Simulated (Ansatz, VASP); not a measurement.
# Hg: VASP beside Ansatz

```
CELL_PARAMETERS angstrom
3.17196 0.00000 0.00000
0.00000 3.17196 0.00000
0.00000 0.00000 3.17196
ATOMIC_POSITIONS crystal
Hg 0.00000 0.00000 0.00000
```

Alike in both runs: task relaxation of cell and atoms; functional PBE; k mesh 12 × 12 × 12; occupations fermi-dirac, width 0.08 eV; no spin polarisation.

|  | VASP | Ansatz |
| --- | --- | --- |
| version | VASP 6.6.1 | Ansatz 0.2.0 |
| potentials or method | VASP PAW PBE potentials, release 64 (Hg_sv_GW) | PAW with Ansatz's default frozen-core files, scalar-relativistic |
| plane-wave cutoff (eV) | 550 | 420 |
| valence electrons in the cell | 20 | 20 |

```csv
,VASP,Ansatz,Ansatz less VASP
relaxed volume (Å³/atom),29.73,29.81,+0.074
relaxed length of the cell vector where the two differ most in proportion (Å),3.098,3.101,+0.0026
```

Neither program's run includes spin-orbit coupling.
